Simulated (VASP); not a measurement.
# Sn3Te (Pm-3m) in VASP: notebook

The runs below take Sn3Te through single point, relaxation of volume and atoms at fixed shape, with PBE.

Everything below comes from runs of VASP 6.6.1. Logs are shortened: lines on timing, memory, paths and dates and some standing lists are left out, and cuts for length are marked.

### Step 1. The cell of the first run

It takes space group Pm-3m (No. 221, cubic). Conventional cell: a = 4.892 Å, b = 4.892 Å, c = 4.892 Å, α = 90.00°, β = 90.00°, γ = 90.00°. Within 4.5 Å of Sn (site symmetry 4/mmm) lie 8 Sn at 3.46 Å and 4 Te at 3.46 Å. Te (site symmetry m-3m) has 12 Sn at 3.46 Å within 4.5 Å.

### Step 2. Single point, PBE

Input file INCAR:

```
SYSTEM = Sn3Te
  PREC = Accurate
  ENCUT = 520
  EDIFF = 1E-6
  ISMEAR = -1
  SIGMA = 0.05
  LREAL = .FALSE.
  LASPH = .TRUE.
  NELM = 60
  ALGO = Normal
  ISIF = 2
  LWAVE = .FALSE.
  LCHARG = .FALSE.
  GGA = PE
  NBANDS = 32
```

Input file KPOINTS:

```
Automatic mesh
0
G
  5 5 5
  0 0 0
```

Input file POSCAR:

```
Sn3Te
1.0
    4.8923892488      0.0000000000      0.0000000000
    0.0000000000      4.8923892488      0.0000000000
    0.0000000000      0.0000000000      4.8923892488
Sn Te
3 1
Direct
    0.5000000000      0.5000000000      0.0000000000
    0.5000000000      0.0000000000      0.5000000000
    0.0000000000      0.5000000000      0.5000000000
    0.0000000000      0.0000000000      0.0000000000
```

Potentials or basis: VASP PAW PBE potentials, release 64 (Sn_d, Te).

Started as:

```
$ cat potpaw_PBE.64/Sn_d/POTCAR potpaw_PBE.64/Te/POTCAR > POTCAR
$ mpirun -np 1 vasp_std > vasp.out
```

OUTCAR:

```text
SYSTEM = Sn3Te
   PREC = Accurate
   ENCUT = 520
   EDIFF = 1E-6
   ISMEAR = -1
   LREAL = .FALSE.
   LASPH = .TRUE.
   NELM = 60
   ISIF = 2
   GGA = PE

 ion  position               nearest neighbor table
   1  0.500  0.500  0.000-   2 3.46   3 3.46   4 3.46   2 3.46   3 3.46   2 3.46   4 3.46   2 3.46
                             3 3.46   4 3.46   3 3.46   4 3.46
   2  0.500  0.000  0.500-   1 3.46   3 3.46   4 3.46   1 3.46   4 3.46   1 3.46   3 3.46   1 3.46
                             3 3.46   4 3.46   4 3.46   3 3.46
   3  0.000  0.500  0.500-   1 3.46   2 3.46   4 3.46   1 3.46   4 3.46   2 3.46   4 3.46   4 3.46
                             1 3.46   2 3.46   1 3.46   2 3.46
   4  0.000  0.000  0.000-   1 3.46   2 3.46   3 3.46   2 3.46   3 3.46   1 3.46   3 3.46   3 3.46
                             1 3.46   2 3.46   2 3.46   1 3.46

  LATTYP: Found a simple cubic cell.
 ALAT       =     4.8923892488

  Lattice vectors:

 A1 = (   4.8923892488,   0.0000000000,   0.0000000000)
 A2 = (   0.0000000000,   4.8923892488,   0.0000000000)
 A3 = (   0.0000000000,   0.0000000000,   4.8923892488)

Analysis of symmetry for initial positions (statically):
=====================================================================
 Subroutine PRICEL returns:
 Original cell was already a primitive cell.

 Routine SETGRP: Setting up the symmetry group for a
 simple cubic supercell.

 Subroutine GETGRP returns: Found 48 space group operations
 (whereof 48 operations were pure point group operations)
 out of a pool of 48 trial point group operations.

The static configuration has the point symmetry O_h .

Analysis of symmetry for dynamics (positions and initial velocities):
=====================================================================
 Subroutine PRICEL returns:
 Original cell was already a primitive cell.

 Routine SETGRP: Setting up the symmetry group for a
 simple cubic supercell.

 Subroutine GETGRP returns: Found 48 space group operations
 (whereof 48 operations were pure point group operations)
 out of a pool of 48 trial point group operations.

The dynamic configuration has the point symmetry O_h .

 Subroutine INISYM returns: Found 48 space group operations
 (whereof 48 operations are pure point group operations),
 and found     1 'primitive' translations

[... 75 lines left out ...]
   ISTART =      0    job   : 0-new  1-cont  2-samecut
   ICHARG =      2    charge: 1-file 2-atom 10-const
   ISPIN  =      1    spin polarized calculation?
   LNONCOLLINEAR =      F non collinear calculations
   LSORBIT =      F    spin-orbit coupling
   LASPH  =      T    aspherical Exc in radial PAW
   ENCUT  =  520.0 eV  38.22 Ry    6.18 a.u.   9.10  9.10  9.10*2*pi/ulx,y,z
   NELM   =     60;   NELMIN=  2; NELMDL= -5     # of ELM steps
   EDIFF  = 0.1E-05   stopping-criterion for ELM
   LREAL  =      F    real-space projection
   EDIFFG = 0.1E-04   stopping-criterion for IOM
   NSW    =      0    number of steps for IOM
   IBRION =     -1    ionic relax: 0-MD 1-quasi-New 2-CG
   NFREE  =      0    steps in history (QN), initial steepest desc. (CG)
   ISIF   =      2    stress and relaxation
   ISYM   =      2    0-nonsym 1-usesym 2-fastsym
   POTIM  = 0.5000    time-step for ionic-motion
   TEBEG  =    0.0;   TEEND  =   0.0 temperature during run
   PSTRESS=    0.0 pullay stress
   NELECT =      48.0000    total number of electrons
   NUPDOWN=      -1.0000    fix difference up-down
   EMIN   =  10.00;   EMAX   =-10.00  energy-range for DOS
   EFERMI =   0.00;   METHOD = LEGACY
   ISMEAR =    -1;   SIGMA  =   0.05  broadening in eV -4-tet -1-fermi 0-gaus
   EFERMI_NEDOS =   21; number of points for ismear=-14 and -15
   IALGO  =     38    algorithm
   IMIX   =      4    mixing-type and parameters
     AMIX     =   0.40;   BMIX     =  1.00
     AMIX_MAG =   1.60;   BMIX_MAG =  1.00
  volume/ion in A,a.u.               =      29.28       197.56
  Fermi-wavevector in a.u.,A,eV,Ry     =   1.216095  2.298087 20.121486  1.478888
  Thomas-Fermi vector in A             =   2.351460
   LORBIT       =      0    0 simple, 1 ext, 2 COOP (PROOUT), +10 PAW based schemes
   GGA     = PE    functional components
[... 5 lines left out ...]
 non-spin polarized calculation
  energy-cutoff  :      520.00
  volume of cell :      117.10
 maximum number of plane-waves:      3174
   NGX = 19   NGY = 19   NGZ = 19

 number of electron      47.9999993 magnetization

 Free energy of the ion-electron system (eV)
  ---------------------------------------------------
  ext. energy  EPLUGINS =         0.00000000
  ---------------------------------------------------
  free energy    TOTEN  =       -14.25784311 eV

  energy without entropy =      -14.21775634  energy(sigma->0) =      -14.23779972

 E-fermi :   7.4378     XC(G=0):  -9.9885

 val. band max:        7.4037345489   @ k =   0.4000   0.2000   0.2000
 cond. band min:       7.4800249983   @ k =   0.4000   0.4000   0.0000
 fundamental gap:      0.0762904493
 Fermi energy:         7.4377577072

 k-point     1 :       0.0000    0.0000    0.0000
  band No.  band energies     occupation
      1     -14.2439      2.00000
      2     -14.2439      2.00000
      3     -14.2439      2.00000
      4     -14.2332      2.00000
      5     -14.2332      2.00000
      6     -14.1998      2.00000
[... 339 lines left out ...]
     31      12.5779      0.00000
     32      15.1426      0.00000

------------------------ aborting loop because EDIFF is reached ----------------------------------------

  FORCE on cell =-STRESS in cart. coord.  units (eV):
  Direction    XX          YY          ZZ          XY          YZ          ZX
  --------------------------------------------------------------------------------------
  -------------------------------------------------------------------------------------
  Total       -0.0483434     -0.0483434     -0.0483434     -0.0000000     -0.0000000      0.0000000
  in kB       -0.6614320     -0.6614320     -0.6614320     -0.0000000     -0.0000000      0.0000000
  external PRESSURE =      -0.6614320 kB  Pullay stress =       0.0000000 kB

 VOLUME and BASIS-vectors are now :
 -----------------------------------------------------------------------------
  energy-cutoff  :      520.00
  volume of cell :      117.10
      direct lattice vectors                 reciprocal lattice vectors
     4.892389249  0.000000000  0.000000000     0.204399108  0.000000000  0.000000000
     0.000000000  4.892389249  0.000000000     0.000000000  0.204399108  0.000000000
     0.000000000  0.000000000  4.892389249     0.000000000  0.000000000  0.204399108

 POSITION                                       TOTAL-FORCE (eV/Angst)
 -----------------------------------------------------------------------------------
      2.44619      2.44619      0.00000         0.000000      0.000000      0.000000
      2.44619      0.00000      2.44619         0.000000      0.000000      0.000000
      0.00000      2.44619      2.44619         0.000000      0.000000      0.000000
      0.00000      0.00000      0.00000         0.000000      0.000000      0.000000
 -----------------------------------------------------------------------------------
    total drift:                                0.000000      0.000000      0.000000

  FREE ENERGIE OF THE ION-ELECTRON SYSTEM (eV)
  ---------------------------------------------------
  free  energy   TOTEN  =       -14.2578431107 eV

  energy  without entropy=      -14.2177563360  energy(sigma->0) =      -14.23779972
```

OSZICAR:

```text
N       E                     dE             d eps       ncg     rms          rms(c)
DAV:   1     0.436469269785E+03    0.43647E+03   -0.23193E+04   656   0.206E+03
DAV:   2     0.395444330740E+02   -0.39692E+03   -0.38606E+03   640   0.535E+02
DAV:   3    -0.120451396033E+02   -0.51590E+02   -0.50231E+02   760   0.167E+02
DAV:   4    -0.142389186566E+02   -0.21938E+01   -0.21685E+01   712   0.373E+01
DAV:   5    -0.143183588238E+02   -0.79440E-01   -0.79436E-01   928   0.714E+00    0.711E+00
DAV:   6    -0.142692813821E+02    0.49077E-01   -0.63366E-02   856   0.242E+00    0.432E+00
DAV:   7    -0.142581663383E+02    0.11115E-01   -0.56518E-02   784   0.185E+00    0.285E-01
DAV:   8    -0.142578368641E+02    0.32947E-03   -0.67523E-03   776   0.851E-01    0.117E-01
DAV:   9    -0.142578378508E+02   -0.98668E-06   -0.80832E-04   848   0.242E-01    0.571E-02
DAV:  10    -0.142578438294E+02   -0.59786E-05   -0.43196E-05   896   0.552E-02    0.424E-02
DAV:  11    -0.142578431107E+02    0.71875E-06   -0.46696E-06   720   0.180E-02
   1 F= -.14257843E+02 E0= -.14237800E+02  d E =-.400868E-01
```

stdout:

```text
POSCAR found type information on POSCAR SnTe
 POSCAR found :  2 types and       4 ions
 scaLAPACK will be used
 LDA part: xc-table for (Slater+PW92), standard interpolation
 POSCAR, INCAR and KPOINTS ok, starting setup
 FFT: planning ... GRIDC
 FFT: planning ... GRID_SOFT
 FFT: planning ... GRID
 WAVECAR not read
 entering main loop
```

Wall time 15 s (1 thread of Intel Xeon Platinum 8488C (Sapphire Rapids), shared host); peak memory 0.21 GiB.

What came out:

```
Free energy            : -14.2578 eV
Pressure               : -0.1 GPa
Band gap on the k mesh : zero (band 24 reaches 9.21 eV, above the bottom of band 25 at 7.25 eV)
```

Caveat: spin-orbit coupling is left out, which moves the levels of the heavy elements.

### Step 3. Relaxation of volume and atoms at fixed shape, PBE

This run uses another cell than the first one, of 28.80 Å³/atom, 0.984 times its volume.

Input file INCAR:

```
PREC = Accurate
ENCUT = 600
EDIFF = 1E-6
ISMEAR = -1
SIGMA = 0.05
LREAL = F
LASPH = T
NELM = 60
ALGO = Normal
ISIF = 8
LWAVE = F
LCHARG = F
GGA = PE
IBRION = 2
NSW = 80
EDIFFG = -0.03
```

Input file KPOINTS:

```
Automatic mesh
0
Gamma
  5 5 5
```

Input file POSCAR:

```
Sn3Te
1.0
    4.8656220000      0.0000000000      0.0000000000
    0.0000000000      4.8656220000      0.0000000000
    0.0000000000      0.0000000000      4.8656220000
Sn Te
3 1
Direct
    0.5000000000      0.5000000000      0.0000000000
    0.5000000000      0.0000000000      0.5000000000
    0.0000000000      0.5000000000      0.5000000000
    0.0000000000      0.0000000000      0.0000000000
```

Potentials or basis: VASP PAW PBE potentials, release 64 (Sn_d, Te).

Started as:

```
$ cat potpaw_PBE.64/Sn_d/POTCAR potpaw_PBE.64/Te/POTCAR > POTCAR
$ mpirun -np 1 vasp_std > vasp.out
```

OUTCAR:

```text
PREC = Accurate
   ENCUT = 600
   EDIFF = 1E-6
   ISMEAR = -1
   LREAL = F
   LASPH = T
   NELM = 60
   ISIF = 8
   GGA = PE
   IBRION = 2
   NSW = 80
   EDIFFG = -0.03

 ion  position               nearest neighbor table
   1  0.500  0.500  0.000-   2 3.44   3 3.44   4 3.44   2 3.44   3 3.44   2 3.44   4 3.44   2 3.44
                             3 3.44   4 3.44   3 3.44   4 3.44
   2  0.500  0.000  0.500-   1 3.44   3 3.44   4 3.44   1 3.44   4 3.44   1 3.44   3 3.44   1 3.44
                             3 3.44   4 3.44   4 3.44   3 3.44
   3  0.000  0.500  0.500-   1 3.44   2 3.44   4 3.44   1 3.44   4 3.44   2 3.44   4 3.44   4 3.44
                             1 3.44   2 3.44   1 3.44   2 3.44
   4  0.000  0.000  0.000-   1 3.44   2 3.44   3 3.44   2 3.44   3 3.44   1 3.44   3 3.44   3 3.44
                             1 3.44   2 3.44   2 3.44   1 3.44

  LATTYP: Found a simple cubic cell.
 ALAT       =     4.8656220000

  Lattice vectors:

 A1 = (   4.8656220000,   0.0000000000,   0.0000000000)
 A2 = (   0.0000000000,   4.8656220000,   0.0000000000)
 A3 = (   0.0000000000,   0.0000000000,   4.8656220000)

Analysis of symmetry for initial positions (statically):
[... 530 lines left out ...]
 val. band max:        7.3844892861   @ k =   0.4000   0.2000   0.2000
 cond. band min:       7.4634210473   @ k =   0.4000   0.4000   0.0000
 fundamental gap:      0.0789317612
 Fermi energy:         7.4196499206

 k-point     1 :       0.0000    0.0000    0.0000
  band No.  band energies     occupation
      1     -14.2619      2.00000
      2     -14.2619      2.00000
      3     -14.2619      2.00000
      4     -14.2515      2.00000
      5     -14.2515      2.00000
      6     -14.2179      2.00000
[... 299 lines left out ...]
     27      11.4423      0.00000
     28      11.4423      0.00000

------------------------ aborting loop because EDIFF is reached ----------------------------------------

  FORCE on cell =-STRESS in cart. coord.  units (eV):
  Direction    XX          YY          ZZ          XY          YZ          ZX
  --------------------------------------------------------------------------------------
  -------------------------------------------------------------------------------------
  Total       -0.0669740     -0.0669740     -0.0669740      0.0000000      0.0000000     -0.0000000
  in kB       -0.9148926     -0.9148926     -0.9148926      0.0000000      0.0000000     -0.0000000
  external PRESSURE =      -0.9148926 kB  Pullay stress =       0.0000000 kB

 VOLUME and BASIS-vectors are now :
 -----------------------------------------------------------------------------
  energy-cutoff  :      600.00
  volume of cell :      117.29
      direct lattice vectors                 reciprocal lattice vectors
     4.894956087  0.000000000  0.000000000     0.204291925  0.000000000  0.000000000
     0.000000000  4.894956087  0.000000000     0.000000000  0.204291925  0.000000000
     0.000000000  0.000000000  4.894956087     0.000000000  0.000000000  0.204291925

 POSITION                                       TOTAL-FORCE (eV/Angst)
 -----------------------------------------------------------------------------------
      2.44748      2.44748      0.00000         0.000000      0.000000      0.000000
      2.44748      0.00000      2.44748         0.000000      0.000000      0.000000
      0.00000      2.44748      2.44748         0.000000      0.000000      0.000000
      0.00000      0.00000      0.00000         0.000000      0.000000      0.000000
 -----------------------------------------------------------------------------------
    total drift:                               -0.000000     -0.000000     -0.000000

  FREE ENERGIE OF THE ION-ELECTRON SYSTEM (eV)
  ---------------------------------------------------
  free  energy   TOTEN  =       -14.2577204891 eV

  energy  without entropy=      -14.2178106494  energy(sigma->0) =      -14.23776557

 reached required accuracy - stopping structural energy minimisation
```

It took 35 s on 1 thread of Intel Xeon Platinum 8488C (Sapphire Rapids), shared host; peak memory 0.26 GiB.

Results:

| Property | Result |
| --- | --- |
| Free energy | -14.2577 eV |
| Relaxed volume | 29.32 Å³/atom |
| Relaxed cell | a = 4.895 Å, b = 4.895 Å, c = 4.895 Å, α = 90.00°, β = 90.00°, γ = 90.00° |
| Space group after relaxing (to 0.05 Å) | Pm-3m (No. 221) |
| Energy gained by relaxing | 1.0 meV/atom |
| Ionic steps | 2 |
| Pressure after relaxing | -0.1 GPa |
| Band gap on the k mesh | zero (band 24 reaches 9.18 eV, above the bottom of band 25 at 7.23 eV) |

The path:
```tsv
step	energy change (eV)	largest force (eV/Å)	pressure (GPa)	volume (Å³)
1	0.0000	0.0000	0.70	115.19
2	-0.0040	0.0000	-0.09	117.29
```

Final structure:
```
Sn Te
1.0
     4.89496    0.00000    0.00000
     0.00000    4.89496    0.00000
     0.00000    0.00000    4.89496
Sn Te
3 1
Cartesian
  2.4475 2.4475 0.0000
  2.4475 0.0000 2.4475
  0.0000 2.4475 2.4475
  0.0000 0.0000 0.0000
```

Levels at points of the mesh, in eV from the Fermi level:
```csv
k point,band 22,band 23,band 24,band 25,band 26,band 27
"(0.00, 0.00, 0.00)",-4.09,0.42,0.42,0.42,1.89,1.89
```

Caveat: spin-orbit coupling is left out, which moves the levels of the heavy elements.
